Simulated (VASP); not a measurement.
# MnS (Fm-3m) in VASP: a series of runs

The runs below take MnS through single point, with PBE.

All numbers are computed with VASP 6.6.1; they aren't measurements. Logs are shortened: lines on timing, memory, paths and dates and some standing lists are left out, and cuts for length are marked.

### 1 The cell of the first run

It takes space group Fm-3m (No. 225, cubic). Conventional cell: a = 5.224 Å, b = 5.224 Å, c = 5.224 Å, α = 90.00°, β = 90.00°, γ = 90.00°. Mn (site symmetry m-3m) has 6 S at 2.61 Å within 3.4 Å. Within 3.4 Å of S (site symmetry m-3m) lie 6 Mn at 2.61 Å.

### 2 Single point, PBE, collinear spin, ferromagnetic start

Input file INCAR:

```
SYSTEM = MnS
PREC = Accurate ; ENCUT = 520
EDIFF = 1E-7 ; ISMEAR = -1
SIGMA = 0.05 ; LREAL = .False.
LASPH = .True. ; NELM = 150
ALGO = Normal ; ISIF = 2
LWAVE = .False. ; LCHARG = .True.
ISPIN = 2 ; MAGMOM = 4.62 4.62 0.15 0.15
LORBIT = 11 ; LMAXMIX = 4
GGA = PE ; LELF = .True.
LVHAR = .True. ; NBANDS = 31
```

Input file KPOINTS:

```
Automatic mesh
0
Gamma
  6 6 3
  0 0 0
```

Input file POSCAR:

```
MnS
1.0
    0.0000000000      2.6118000000      2.6118000000
    2.6118000000      0.0000000000      2.6118000000
    5.2236000000      5.2236000000      0.0000000000
Mn S
2 2
Direct
    0.0000000000      0.0000000000      0.0000000000
    0.0000000000      0.0000000000      0.5000000000
    0.5000000000      0.5000000000      0.2500000000
    0.5000000000      0.5000000000      0.7500000000
```

Potentials or basis: VASP PAW PBE potentials, release 64 (Mn_pv, S).

Launch:

```console
cat potpaw_PBE.64/Mn_pv/POTCAR potpaw_PBE.64/S/POTCAR > POTCAR
mpirun -np 1 vasp_std > vasp.out
```

OUTCAR:

```text
SYSTEM = MnS
   PREC = Accurate
   ENCUT = 520
   EDIFF = 1E-7
   ISMEAR = -1
   LREAL = .False.
   LASPH = .True.
   NELM = 150
   ISIF = 2
   ISPIN = 2
   LORBIT = 11
   GGA = PE

 ion  position               nearest neighbor table
   1  0.000  0.000  0.000-   4 2.61   3 2.61   4 2.61   3 2.61   4 2.61   3 2.61
   2  0.000  0.000  0.500-   3 2.61   3 2.61   4 2.61   3 2.61   4 2.61   4 2.61
   3  0.500  0.500  0.250-   1 2.61   1 2.61   2 2.61   1 2.61   2 2.61   2 2.61
   4  0.500  0.500  0.750-   2 2.61   1 2.61   2 2.61   1 2.61   2 2.61   1 2.61

  LATTYP: Found a trigonal (rhomboedric) cell.
 ALAT       =     6.3975773102
 COS(alpha) =     0.8333333333

  Lattice vectors:

 A1 = (   5.2236000000,   2.6118000000,  -2.6118000000)
 A2 = (   2.6118000000,   2.6118000000,  -5.2236000000)
 A3 = (   2.6118000000,   5.2236000000,  -2.6118000000)

Analysis of symmetry for initial positions (statically):
=====================================================================
 Subroutine PRICEL returns following result:

  LATTYP: Found a face centered cubic cell.
 ALAT       =     5.2236000000
[... 12 lines left out ...]
 Subroutine GETGRP returns: Found 12 space group operations
 (whereof 12 operations were pure point group operations)
 out of a pool of 12 trial point group operations.

The static configuration has the point symmetry D_3d.

Analysis of symmetry for dynamics (positions and initial velocities):
=====================================================================
 Subroutine PRICEL returns following result:

  LATTYP: Found a face centered cubic cell.
 ALAT       =     5.2236000000
[... 12 lines left out ...]
 Subroutine GETGRP returns: Found 12 space group operations
 (whereof 12 operations were pure point group operations)
 out of a pool of 12 trial point group operations.

The dynamic configuration has the point symmetry D_3d.

Analysis of structural, dynamic, and magnetic symmetry:
=====================================================================
 Subroutine PRICEL returns following result:

  LATTYP: Found a face centered cubic cell.
 ALAT       =     5.2236000000
[... 12 lines left out ...]
 Subroutine GETGRP returns: Found 12 space group operations
 (whereof 12 operations were pure point group operations)
 out of a pool of 12 trial point group operations.

The overall configuration has the point symmetry D_3d.

 Subroutine INISYM returns: Found 12 space group operations
 (whereof 12 operations are pure point group operations),
 and found     2 'primitive' translations

----------------------------------------------------------------------------------------

                                     Primitive cell

  volume of cell :      35.6328

  direct lattice vectors                    reciprocal lattice vectors
     0.000000000  2.611800000  2.611800000    -0.191438854  0.191438854  0.191438854
     2.611800000  0.000000000  2.611800000     0.191438854 -0.191438854  0.191438854
     2.611800000  2.611800000  0.000000000     0.191438854  0.191438854 -0.191438854

  length of vectors
     3.693642982  3.693642982  3.693642982     0.331581822  0.331581822  0.331581822

  position of ions in fractional coordinates (direct lattice)
     0.000000000  0.000000000  0.000000000
     0.500000000  0.500000000  0.500000000

  ion indices of the primitive-cell ions
   primitive index   ion index
                 1           1
                 2           3

----------------------------------------------------------------------------------------

 KPOINTS: Automatic mesh

Automatic generation of k-mesh.
 Grid dimensions read from file:
 generate k-points for:    6    6    3

 Generating k-lattice:

  Cartesian coordinates                     Fractional coordinates (reciprocal lattice)
    -0.031906476  0.031906476  0.031906476     0.166666667  0.000000000  0.000000000
     0.031906476 -0.031906476  0.031906476     0.000000000  0.166666667  0.000000000
     0.031906476  0.031906476 -0.031906476     0.000000000  0.000000000  0.333333333

  Length of vectors
     0.055263637  0.055263637  0.055263637

  Shift w.r.t. Gamma in fractional coordinates (k-lattice)
     0.000000000  0.000000000  0.000000000

 -----------------------------------------------------------------------------
|                                                                             |
[... 27 lines left out ...]
  0.500000  0.000000  0.000000      3.000000
  0.166667  0.166667  0.000000      6.000000
  0.333333  0.166667  0.000000     12.000000
[... 8 lines left out ...]
 -0.166667  0.000000  0.333333      6.000000
  0.500000  0.333333  0.333333     12.000000
   k-points           NKPTS =     16   k-points in BZ     NKDIM =     16   number of bands    NBANDS=     31
   number of dos      NEDOS =    301   number of ions     NIONS =      4
   total plane-waves  NPLWV =  43904
   dimension x,y,z NGX =    28 NGY =   28 NGZ =   56
   dimension x,y,z NGXF=    56 NGYF=   56 NGZF=  112
   ions per type =               2   2
   NGX,Y,Z   is equivalent  to a cutoff of  12.60, 12.60, 12.60 a.u.
   NGXF,Y,Z  is equivalent  to a cutoff of  25.20, 25.20, 25.20 a.u.
 SYSTEM =  MnS
   PREC   = accura    normal or accurate (medium, high low for compatibility)
   ISTART =      0    job   : 0-new  1-cont  2-samecut
   ICHARG =      2    charge: 1-file 2-atom 10-const
   ISPIN  =      2    spin polarized calculation?
   LNONCOLLINEAR =      F non collinear calculations
   LSORBIT =      F    spin-orbit coupling
   LASPH  =      T    aspherical Exc in radial PAW
   ENCUT  =  520.0 eV  38.22 Ry    6.18 a.u.   6.87  6.87 13.74*2*pi/ulx,y,z
   NELM   =    150;   NELMIN=  2; NELMDL= -5     # of ELM steps
   EDIFF  = 0.1E-06   stopping-criterion for ELM
   LREAL  =      F    real-space projection
   EDIFFG = 0.1E-05   stopping-criterion for IOM
   NSW    =      0    number of steps for IOM
   IBRION =     -1    ionic relax: 0-MD 1-quasi-New 2-CG
   NFREE  =      0    steps in history (QN), initial steepest desc. (CG)
   ISIF   =      2    stress and relaxation
   ISYM   =      2    0-nonsym 1-usesym 2-fastsym
   POTIM  = 0.5000    time-step for ionic-motion
   TEBEG  =    0.0;   TEEND  =   0.0 temperature during run
   PSTRESS=    0.0 pullay stress
   NELECT =      38.0000    total number of electrons
   NUPDOWN=      -1.0000    fix difference up-down
   EMIN   =  10.00;   EMAX   =-10.00  energy-range for DOS
   EFERMI =   0.00;   METHOD = LEGACY
   ISMEAR =    -1;   SIGMA  =   0.05  broadening in eV -4-tet -1-fermi 0-gaus
   EFERMI_NEDOS =   21; number of points for ismear=-14 and -15
   IALGO  =     38    algorithm
   IMIX   =      4    mixing-type and parameters
     AMIX     =   0.40;   BMIX     =  1.00
     AMIX_MAG =   1.60;   BMIX_MAG =  1.00
  volume/ion in A,a.u.               =      17.82       120.23
  Fermi-wavevector in a.u.,A,eV,Ry     =   1.327525  2.508659 23.977863  1.762323
  Thomas-Fermi vector in A             =   2.456831
   LORBIT       =     11    0 simple, 1 ext, 2 COOP (PROOUT), +10 PAW based schemes
   GGA     = PE    functional components
   LHFCALC =     F    Hartree Fock is set to
   AEXX    =    0.0000 exact exchange contribution
   IVDW    =     0    specifies the selected vdW correction
   LEPSILON=     F    determine dielectric tensor
   LRPA    =     F    only Hartree local field effects (RPA)
 spin polarized calculation
  energy-cutoff  :      520.00
  volume of cell :       71.27
 maximum number of plane-waves:      1942
   NGX = 13   NGY = 13   NGZ = 27

 number of electron      37.9999974 magnetization       9.3487259

 Free energy of the ion-electron system (eV)
  ---------------------------------------------------
  ext. energy  EPLUGINS =         0.00000000
  ---------------------------------------------------
  free energy    TOTEN  =       -28.14522381 eV

  energy without entropy =      -28.13376880  energy(sigma->0) =      -28.13949630

 E-fermi :   6.5723     XC(G=0): -10.6035

 val. band max:        6.5696293678   @ k =   0.1667   0.1667   0.0000
 cond. band min:       6.7631233921   @ k =   0.3333   0.1667   0.0000
 fundamental gap:      0.1934940243
 Fermi energy:         6.5722929034

 spin component 1

 k-point     1 :       0.0000    0.0000    0.0000
  band No.  band energies     occupation
      1     -44.1516      1.00000
      2     -44.1450      1.00000
      3     -44.1450      1.00000
      4     -44.1439      1.00000
      5     -44.1439      1.00000
      6     -44.1439      1.00000
[... 533 lines left out ...]
     30      14.1158      0.00000
     31      14.2665      0.00000
 Fermi energy:         6.5722929034

 spin component 2

 k-point     1 :       0.0000    0.0000    0.0000
  band No.  band energies     occupation
      1     -39.6436      1.00000
      2     -39.6346      1.00000
      3     -39.6346      1.00000
      4     -39.6331      1.00000
      5     -39.6331      1.00000
      6     -39.6331      1.00000
[... 533 lines left out ...]
     30      14.7497      0.00000
     31      15.1274      0.00000

------------------------ aborting loop because EDIFF is reached ----------------------------------------

  FORCE on cell =-STRESS in cart. coord.  units (eV):
  Direction    XX          YY          ZZ          XY          YZ          ZX
  --------------------------------------------------------------------------------------
  -------------------------------------------------------------------------------------
  Total       -1.7947434     -1.7947434     -1.7947434     -0.0000097      0.0000097      0.0000097
  in kB      -40.3490397    -40.3490397    -40.3490397     -0.0002174      0.0002174      0.0002174
  external PRESSURE =     -40.3490397 kB  Pullay stress =       0.0000000 kB

 VOLUME and BASIS-vectors are now :
 -----------------------------------------------------------------------------
  energy-cutoff  :      520.00
  volume of cell :       71.27
      direct lattice vectors                 reciprocal lattice vectors
     0.000000000  2.611800000  2.611800000    -0.191438854  0.191438854  0.191438854
     2.611800000  0.000000000  2.611800000     0.191438854 -0.191438854  0.191438854
     5.223600000  5.223600000  0.000000000     0.095719427  0.095719427 -0.095719427

 POSITION                                       TOTAL-FORCE (eV/Angst)
 -----------------------------------------------------------------------------------
      0.00000      0.00000      0.00000         0.000000      0.000000      0.000000
      2.61180      2.61180      0.00000         0.000000      0.000000      0.000000
      2.61180      2.61180      2.61180        -0.000000     -0.000000     -0.000000
      5.22360      5.22360      2.61180        -0.000000      0.000000     -0.000000
 -----------------------------------------------------------------------------------
    total drift:                                0.000000      0.000000      0.000000

  FREE ENERGIE OF THE ION-ELECTRON SYSTEM (eV)
  ---------------------------------------------------
  free  energy   TOTEN  =       -28.1452238088 eV

  energy  without entropy=      -28.1337687974  energy(sigma->0) =      -28.13949630

 total charge

# of ion       s       p       d       tot
------------------------------------------
    1        0.213   6.159   4.928  11.300
    2        0.213   6.159   4.928  11.300
    3        1.328   2.394   0.000   3.722
    4        1.328   2.394   0.000   3.722
--------------------------------------------------
tot          3.082  17.107   9.856  30.044

 magnetization (x)

# of ion       s       p       d       tot
------------------------------------------
    1        0.050   0.038   4.150   4.239
    2        0.050   0.038   4.150   4.239
    3        0.026   0.071   0.000   0.097
    4        0.026   0.071   0.000   0.097
--------------------------------------------------
tot          0.152   0.219   8.301   8.672
```

Run time: 72 s. Hardware: 1 thread of Intel Xeon Platinum 8375C at 2.90GHz (Ice Lake), shared host; peak memory 0.24 GiB.

Results:

```yaml
Free_energy: -28.1452 eV
Pressure: -4.0 GPa
Net_moment: 9.35 μB per cell
Site_moments: Mn +4.24; S +0.10 μB
Valence_electrons_inside_the_program's_atomic_spheres: Mn 11.30; S 3.72
```

Caveat: the cell stands under tension; semilocal functionals often make such compounds metallic where correlation or magnetic order opens a gap, which also shifts bond lengths; the run started ferromagnetic, and an antiferromagnetic order may lie lower in energy.

[end of part 1 of 2]
